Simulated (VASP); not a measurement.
Runs of VASP 6.6.1 on Sc3Al. The structure is that of space group Pm-3m (No. 221), or close to it. The cells are those of the table. 

```csv
cell,further INCAR settings,gap on the mesh (eV),pressure (GPa)
"a = 4.440, b = 4.440, c = 4.309 Å, 4 atoms",ALGO = Fast; EDIFF = 1e-07; NBANDS = 26,none,-0.9
"a = 4.375, b = 4.375, c = 4.440 Å, 4 atoms",ALGO = Fast; EDIFF = 1e-06; NBANDS = 26,none,-0.9
"a = 4.375, b = 4.375, c = 4.244 Å, 4 atoms",ALGO = Fast; EDIFF = 1e-06; NBANDS = 26,none,2.3
"a = 4.244, b = 4.244, c = 4.440 Å, 4 atoms",ALGO = Fast; EDIFF = 1e-06; NBANDS = 26,none,3.5
"a = 4.440, b = 4.440, c = 4.244 Å, 4 atoms",ALGO = Fast; EDIFF = 1e-06; NBANDS = 26,none,(b)
"a = 4.309, b = 4.309, c = 4.244 Å, 4 atoms",ALGO = Fast; EDIFF = 1e-06; NBANDS = 26,none,4.6
"a = 4.375, b = 4.375, c = 4.506 Å, 4 atoms",ALGO = Fast; EDIFF = 1e-07; NBANDS = 26,none,(a)
```

Alike in all rows: task single point; level PBEsol; potentials or basis VASP PAW PBE potentials, release 64 (Sc_sv, Al); no spin polarisation; k mesh 12 × 12 × 12; cutoff (eV) 520; smearing gaussian 0.15 eV.

Task: Fill in the values left out.

Result: (a) -1.8; (b) 0.2.

Caveats: the PAW data sets were made with another functional, which shifts forces and pressure a little; the cell stands under pressure (at least some runs).

A gap of «none» marks levels without a gap at the run's occupations.
